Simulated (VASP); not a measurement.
## TiO2 (Rutile): electric field gradients with PBEsol

**The experiment to reproduce.**

“Shallow Valence Band of Rutile GeO2 and P-type Doping”, 2020, arxiv:2011.08928 quotes, for a bulk crystal of TiO2 at 1.6 K: band gap 3.03 eV (direct).

TiO2 (Rutile):

```
CELL_PARAMETERS angstrom
4.59220 0.00000 0.00000
0.00000 4.59220 0.00000
0.00000 0.00000 2.95740
ATOMIC_POSITIONS crystal
Ti 0.00000 0.00000 0.00000
Ti 0.50000 0.50000 0.50000
O 0.30496 0.30496 0.00000
O 0.19504 0.80496 0.50000
O 0.69504 0.69504 0.00000
O 0.80496 0.19504 0.50000
```

```json
{
 "Program": "VASP 6.6.1",
 "Task": "electric field gradients",
 "Functional": "PBEsol",
 "Potentials or basis": "VASP PAW PBE potentials, release 64 (Ti_sv, O)",
 "Cutoff": "520 eV",
 "k mesh": "7 × 7 × 10",
 "Occupations": "tetrahedron",
 "Spin": "no spin polarisation",
 "Dipole correction": "no",
 "Further INCAR settings": "ALGO = Normal; EDIFF = 1e-08; NBANDS = 33"
}
```

- Pressure: -1.0 GPa
- Largest force: 0.056 eV/Å
- Band gap on the k mesh: 1.84 eV, direct

Forces in eV/Å, atoms in the order of the input:
```
Ti   0.000  0.000  0.000
Ti   0.000  0.000  0.000
O   -0.039 -0.039  0.000
O    0.039 -0.039  0.000
O    0.039  0.039  0.000
O   -0.039  0.039  0.000
```

Stress tensor (GPa, compression positive):
```
-0.47  0.00  0.00
 0.00 -0.47  0.00
 0.00  0.00 -2.19
```

Levels at points of the mesh, in eV from the valence-band top:
| k point | band 22 | band 23 | band 24 | band 25 | band 26 | band 27 |
| --- | --- | --- | --- | --- | --- | --- |
| (0.00, 0.00, 0.00) | -0.45 | -0.45 | 0.00 | 1.84 | 2.13 | 2.38 |
| (0.00, 0.00, 0.50) | -2.42 | -1.44 | -1.44 | 2.96 | 2.96 | 3.15 |

Electric field gradients, principal values (V/Å²):
```
atom   least   middle  greatest (by size)
1 Ti   6.543   14.654             -21.197
2 Ti   6.543   14.654             -21.197
 3 O  -1.678  -19.699              21.377
 4 O  -1.678  -19.699              21.377
 5 O  -1.678  -19.699              21.377
 6 O  -1.678  -19.699              21.377
```

Wall time 86 s on 1 thread of Intel Xeon 6975P-C (shared host), peak memory 0.24 GiB.

Measured gap of TiO2: 3.03 eV (direct; 1.6 K; quoted in “Shallow Valence Band of Rutile GeO2 and P-type Doping”, 2020, arxiv:2011.08928). This calculation gives 1.84 eV (-1.19 eV). 2 values of this kind are on record in papers (3.03 to 3.05 eV); this one was drawn at random among those near their median. The value is that of PBEsol on a finite k mesh, which can miss the band edges, without temperature or zero-point motion. Semilocal functionals fall short of measured gaps as a rule.

Caveat: without QUAD_EFG the Cq values of the log hold for a quadrupole moment of 1 mb, not for the nuclei; the PAW data sets were made with another functional, which shifts forces and pressure a little.
